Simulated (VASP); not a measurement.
# Al (P6_3/mmc) in VASP: notebook

Runs on Al. Level: PBEsol. Tasks: single point.

All numbers are computed with VASP 6.6.1; they aren't measurements. Logs are shortened: lines on timing, memory, paths and dates and some standing lists are left out, and cuts for length are marked.

### 1 The cell of the first run

It takes space group P6_3/mmc (No. 194, hexagonal). Conventional cell: a = 2.827 Å, b = 2.827 Å, c = 9.186 Å, α = 90.00°, β = 90.00°, γ = 120.00°. Al (site symmetry -3m) has 12 Al at 2.82 to 2.83 Å within 3.7 Å. Within 3.7 Å of Al (site symmetry -6m2) lie 12 Al at 2.82 to 2.83 Å.

### 2 Single point, PBEsol

File INCAR:

```
SYSTEM = Al
PREC = Accurate
ENCUT = 520
EDIFF = 1E-6
ISMEAR = -1
SIGMA = 0.15
LREAL = .False.
LASPH = .True.
NELM = 60
ALGO = Normal
ISIF = 2
LWAVE = .False.
LCHARG = .False.
GGA = PS
NBANDS = 14
```

File KPOINTS:

```
Automatic mesh
0
Gamma
  13 13 4
  0 0 0
```

File POSCAR:

```
Al
1.0
    2.8270770200      0.0000000000      0.0000000000
   -1.4135385100      2.4483205200      0.0000000000
    0.0000000000      0.0000000000      9.1859930700
Al
4
Direct
    0.0000000000      0.0000000000      0.0000000000
    0.3333333333      0.6666666667      0.2500000000
    0.0000000000      0.0000000000      0.5000000000
    0.6666666667      0.3333333333      0.7500000000
```

Potentials or basis: VASP PAW PBE potentials, release 64 (Al).

The run is started by

```bash
> cat potpaw_PBE.64/Al/POTCAR > POTCAR
> mpirun -np 1 vasp_std > vasp.out
```

OUTCAR:

```text
SYSTEM = Al
   PREC = Accurate
   ENCUT = 520
   EDIFF = 1E-6
   ISMEAR = -1
   LREAL = .False.
   LASPH = .True.
   NELM = 60
   ISIF = 2
   GGA = PS

 ion  position               nearest neighbor table
   1  0.000  0.000  0.000-   2 2.82   4 2.82   4 2.82   2 2.82   4 2.82   2 2.82
   2  0.333  0.667  0.250-   1 2.82   3 2.82   1 2.82   3 2.82   1 2.82   3 2.82
   3  0.000  0.000  0.500-   2 2.82   4 2.82   4 2.82   2 2.82   4 2.82   2 2.82
   4  0.667  0.333  0.750-   1 2.82   3 2.82   1 2.82   3 2.82   1 2.82   3 2.82

  LATTYP: Found a hexagonal cell.
 ALAT       =     2.8270770200
 C/A-ratio  =     3.2492899928

  Lattice vectors:

 A1 = (   2.8270770200,   0.0000000000,   0.0000000000)
 A2 = (  -1.4135385100,   2.4483205200,   0.0000000000)
 A3 = (   0.0000000000,   0.0000000000,   9.1859930700)

Analysis of symmetry for initial positions (statically):
=====================================================================
 Subroutine PRICEL returns:
 Original cell was already a primitive cell.

 Routine SETGRP: Setting up the symmetry group for a
 hexagonal supercell.

 Subroutine GETGRP returns: Found 24 space group operations
 (whereof 12 operations were pure point group operations)
 out of a pool of 24 trial point group operations.

The static configuration has the point symmetry D_3d.
 The point group associated with its full space group is D_6h.

Analysis of symmetry for dynamics (positions and initial velocities):
=====================================================================
 Subroutine PRICEL returns:
 Original cell was already a primitive cell.

 Routine SETGRP: Setting up the symmetry group for a
 hexagonal supercell.

 Subroutine GETGRP returns: Found 24 space group operations
 (whereof 12 operations were pure point group operations)
 out of a pool of 24 trial point group operations.

The dynamic configuration has the point symmetry D_3d.
 The point group associated with its full space group is D_6h.

 Subroutine INISYM returns: Found 24 space group operations
 (whereof 12 operations are pure point group operations),
 and found     1 'primitive' translations

----------------------------------------------------------------------------------------

                                     Primitive cell

  volume of cell :      63.5817

  direct lattice vectors                    reciprocal lattice vectors
     2.827077020  0.000000000  0.000000000     0.353722234  0.204221627  0.000000000
    -1.413538510  2.448320520  0.000000000     0.000000000  0.408443254  0.000000000
     0.000000000  0.000000000  9.185993070     0.000000000  0.000000000  0.108861393

  length of vectors
     2.827077020  2.827077022  9.185993070     0.408443254  0.408443254  0.108861393

  position of ions in fractional coordinates (direct lattice)
     0.000000000  0.000000000  0.000000000
     0.333333333  0.666666667  0.250000000
     0.000000000  0.000000000  0.500000000
     0.666666667  0.333333333  0.750000000

  ion indices of the primitive-cell ions
   primitive index   ion index
                 1           1
                 2           2
                 3           3
                 4           4

----------------------------------------------------------------------------------------

 KPOINTS: Automatic mesh

Automatic generation of k-mesh.
 Grid dimensions read from file:
 generate k-points for:   13   13    4

 Generating k-lattice:

  Cartesian coordinates                     Fractional coordinates (reciprocal lattice)
     0.027209403  0.015709356  0.000000000     0.076923077  0.000000000  0.000000000
     0.000000000  0.031418712  0.000000000     0.000000000  0.076923077  0.000000000
     0.000000000  0.000000000  0.027215348     0.000000000  0.000000000  0.250000000

  Length of vectors
     0.031418712  0.031418712  0.027215348

  Shift w.r.t. Gamma in fractional coordinates (k-lattice)
     0.000000000  0.000000000  0.000000000

 Subroutine IBZKPT returns following result:
 ===========================================

 Found     63 irreducible k-points:

 Following reciprocal coordinates:
            Coordinates               Weight
  0.000000  0.000000  0.000000      1.000000
  0.076923  0.000000  0.000000      6.000000
  0.153846  0.000000  0.000000      6.000000
  0.230769  0.000000  0.000000      6.000000
  0.307692  0.000000  0.000000      6.000000
  0.384615  0.000000  0.000000      6.000000
[... 16 lines left out ...]
  0.076923  0.000000  0.250000     12.000000
  0.153846  0.000000  0.250000     12.000000
 [... further k-points ...]
   k-points           NKPTS =     63   k-points in BZ     NKDIM =     63   number of bands    NBANDS=     14
   number of dos      NEDOS =    301   number of ions     NIONS =      4
   total plane-waves  NPLWV =  40320
   dimension x,y,z NGX =    24 NGY =   24 NGZ =   70
   dimension x,y,z NGXF=    48 NGYF=   48 NGZF=  140
   ions per type =               4
   NGX,Y,Z   is equivalent  to a cutoff of  14.11, 14.11, 12.67 a.u.
   NGXF,Y,Z  is equivalent  to a cutoff of  28.23, 28.23, 25.34 a.u.
 SYSTEM =  Al
   PREC   = accura    normal or accurate (medium, high low for compatibility)
   ISTART =      0    job   : 0-new  1-cont  2-samecut
   ICHARG =      2    charge: 1-file 2-atom 10-const
   ISPIN  =      1    spin polarized calculation?
   LNONCOLLINEAR =      F non collinear calculations
   LSORBIT =      F    spin-orbit coupling
   LASPH  =      T    aspherical Exc in radial PAW
   ENCUT  =  520.0 eV  38.22 Ry    6.18 a.u.   5.26  5.26 17.08*2*pi/ulx,y,z
   NELM   =     60;   NELMIN=  2; NELMDL= -5     # of ELM steps
   EDIFF  = 0.1E-05   stopping-criterion for ELM
   LREAL  =      F    real-space projection
   EDIFFG = 0.1E-04   stopping-criterion for IOM
   NSW    =      0    number of steps for IOM
   IBRION =     -1    ionic relax: 0-MD 1-quasi-New 2-CG
   NFREE  =      0    steps in history (QN), initial steepest desc. (CG)
   ISIF   =      2    stress and relaxation
   ISYM   =      2    0-nonsym 1-usesym 2-fastsym
   POTIM  = 0.5000    time-step for ionic-motion
   TEBEG  =    0.0;   TEEND  =   0.0 temperature during run
   PSTRESS=    0.0 pullay stress
   NELECT =      12.0000    total number of electrons
   NUPDOWN=      -1.0000    fix difference up-down
   EMIN   =  10.00;   EMAX   =-10.00  energy-range for DOS
   EFERMI =   0.00;   METHOD = LEGACY
   ISMEAR =    -1;   SIGMA  =   0.15  broadening in eV -4-tet -1-fermi 0-gaus
   EFERMI_NEDOS =   21; number of points for ismear=-14 and -15
   IALGO  =     38    algorithm
   IMIX   =      4    mixing-type and parameters
     AMIX     =   0.40;   BMIX     =  1.00
     AMIX_MAG =   1.60;   BMIX_MAG =  1.00
  volume/ion in A,a.u.               =      15.90       107.27
  Fermi-wavevector in a.u.,A,eV,Ry     =   0.939055  1.774557 11.997959  0.881825
  Thomas-Fermi vector in A             =   2.066329
   LORBIT       =      0    0 simple, 1 ext, 2 COOP (PROOUT), +10 PAW based schemes
   GGA     = PS    functional components
   LHFCALC =     F    Hartree Fock is set to
   AEXX    =    0.0000 exact exchange contribution
   IVDW    =     0    specifies the selected vdW correction
   LEPSILON=     F    determine dielectric tensor
   LRPA    =     F    only Hartree local field effects (RPA)
 non-spin polarized calculation
  energy-cutoff  :      520.00
  volume of cell :       63.58
 maximum number of plane-waves:      1732
 NGX is ok and might be reduce to    24
   NGX = 11   NGY = 11   NGZ = 35

 number of electron      12.0000000 magnetization

 Free energy of the ion-electron system (eV)
  ---------------------------------------------------
  ext. energy  EPLUGINS =         0.00000000
  ---------------------------------------------------
  free energy    TOTEN  =       -16.36412630 eV

  energy without entropy =      -16.25296037  energy(sigma->0) =      -16.30854333

 E-fermi :   8.3263     XC(G=0): -10.3943

 val. band max:        8.2899236420   @ k =   0.4615   0.0769   0.2500
 cond. band min:       8.3305131881   @ k =   0.3077   0.3077   0.2500
 fundamental gap:      0.0405895461
 Fermi energy:         8.3263052193

 k-point     1 :       0.0000    0.0000    0.0000
  band No.  band energies     occupation
      1      -3.0474      2.00000
      2      -1.3063      2.00000
      3      -1.3034      2.00000
      4       3.6296      2.00000
      5       3.9791      2.00000
      6      11.9463      0.00000
      7      11.9600      0.00000
      8      19.2007      0.00000
      9      19.2007      0.00000
     10      19.3601      0.00000
     11      19.3601      0.00000
     12      20.3202      0.00000
     13      20.3212      0.00000
     14      20.4968      0.00000

 k-point     2 :       0.0769    0.0000    0.0000
  band No.  band energies     occupation
      1      -2.9015      2.00000
      2      -1.1623      2.00000
      3      -1.1592      2.00000
      4       3.7644      2.00000
      5       4.1211      2.00000
      6      12.0587      0.00000
      7      12.0790      0.00000
      8      16.7810      0.00000
      9      17.7878      0.00000
     10      18.1667      0.00000
     11      18.2563      0.00000
     12      19.2292      0.00000
     13      19.2529      0.00000
     14      19.2591      0.00000

 k-point     3 :       0.1538    0.0000    0.0000
  band No.  band energies     occupation
      1      -2.4645      2.00000
      2      -0.7310      2.00000
      3      -0.7277      2.00000
      4       4.1685      2.00000
      5       4.5437      2.00000
      6      12.3088      0.00000
      7      12.4061      0.00000
      8      14.0072      0.00000
      9      15.3228      0.00000
     10      15.4600      0.00000
     11      16.5464      0.00000
     12      18.0136      0.00000
     13      18.0229      0.00000
     14      18.0289      0.00000
[... 324 lines left out ...]
 k-point    23 :       0.0769    0.0000    0.2500
  band No.  band energies     occupation
      1      -2.7920      2.00000
      2      -1.9195      2.00000
      3      -0.1914      2.00000
      4       2.3580      2.00000
      5       5.7181      2.00000
      6       9.7854      0.00012
      7      14.4792      0.00000
      8      16.8771      0.00000
      9      17.5770      0.00000
     10      17.8792      0.00000
     11      18.6080      0.00000
     12      18.9438      0.00000
     13      19.1682      0.00000
     14      19.6959      0.00000

 k-point    24 :       0.1538    0.0000    0.2500
  band No.  band energies     occupation
      1      -2.3554      2.00000
      2      -1.4857      2.00000
      3       0.2368      2.00000
      4       2.7766      2.00000
      5       6.1237      2.00000
      6      10.1511      0.00001
      7      13.8216      0.00000
      8      14.5888      0.00000
      9      15.0905      0.00000
     10      16.2280      0.00000
     11      16.6387      0.00000
     12      17.3784      0.00000
     13      17.8721      0.00000
     14      18.7407      0.00000

 [... further k-points ...]
[... 5 lines left out ...]
  --------------------------------------------------------------------------------------
  -------------------------------------------------------------------------------------
  Total        0.6439777      0.6439777      1.0318871      0.0000000     -0.0000000      0.0000000
  in kB       16.2274167     16.2274167     26.0022375      0.0000000     -0.0000000      0.0000000
  external PRESSURE =      19.4856903 kB  Pullay stress =       0.0000000 kB

 VOLUME and BASIS-vectors are now :
 -----------------------------------------------------------------------------
  energy-cutoff  :      520.00
  volume of cell :       63.58
      direct lattice vectors                 reciprocal lattice vectors
     2.827077020  0.000000000  0.000000000     0.353722234  0.204221627  0.000000000
    -1.413538510  2.448320520  0.000000000     0.000000000  0.408443254  0.000000000
     0.000000000  0.000000000  9.185993070     0.000000000  0.000000000  0.108861393

 POSITION                                       TOTAL-FORCE (eV/Angst)
 -----------------------------------------------------------------------------------
      0.00000      0.00000      0.00000         0.000000      0.000000     -0.000000
     -0.00000      1.63221      2.29650         0.000000      0.000000      0.000000
      0.00000      0.00000      4.59300         0.000000      0.000000     -0.000000
      1.41354      0.81611      6.88949        -0.000000     -0.000000      0.000000
 -----------------------------------------------------------------------------------
    total drift:                               -0.000000      0.000000      0.000000

  FREE ENERGIE OF THE ION-ELECTRON SYSTEM (eV)
  ---------------------------------------------------
  free  energy   TOTEN  =       -16.3641262967 eV

  energy  without entropy=      -16.2529603706  energy(sigma->0) =      -16.30854333
```

Wall time 17 s (1 thread of Intel Xeon 6975P-C (Granite Rapids), shared host); peak memory 0.2 GiB.

What came out:

| Item | Value |
| --- | --- |
| Free energy | -16.3641 eV |
| Pressure | 1.9 GPa |
| Band gap on the k mesh | zero (band 6 reaches 12.31 eV, above the bottom of band 7 at 6.93 eV) |

Caveat: the PAW data sets were made with another functional, which shifts forces and pressure a little.

### 3 Single point, PBEsol

File INCAR:

```
ALGO = Normal
EDIFF = 1E-7
ENCUT = 520
GGA = PS
ISIF = 2
ISMEAR = -1
LASPH = True
LCHARG = False
LREAL = False
LWAVE = False
NBANDS = 14
NELM = 100
PREC = Accurate
SIGMA = 0.15
```

File KPOINTS:

```
k-points
0
Gamma
  13 13 4
```

POSCAR is that of step 2.

Potentials or basis: VASP PAW PBE potentials, release 64 (Al).

The run is started by

```bash
> cat potpaw_PBE.64/Al/POTCAR > POTCAR
> mpirun -np 1 vasp_std > vasp.out
```

It took 21 s on 1 thread of Intel Xeon 6975P-C (Granite Rapids), shared host; peak memory 0.19 GiB.

Results (log left out):

* Free energy: -16.3641 eV
* Pressure: 1.9 GPa
* Band gap on the k mesh: zero (band 6 reaches 12.31 eV, above the bottom of band 7 at 6.93 eV)

Stress tensor (GPa, compression positive):
```
1.62 0.00 0.00
0.00 1.62 0.00
0.00 0.00 2.60
```

Levels at points of the mesh, in eV from the Fermi level:
```tsv
k point	band 4	band 5	band 6	band 7	band 8	band 9
(0.00, 0.00, 0.00)	-4.70	-4.35	3.62	3.63	10.87	10.87
(0.00, 0.00, 0.50)	-7.48	-0.80	-0.80	8.61	8.61	11.21
```

Caveat: the PAW data sets were made with another functional, which shifts forces and pressure a little.
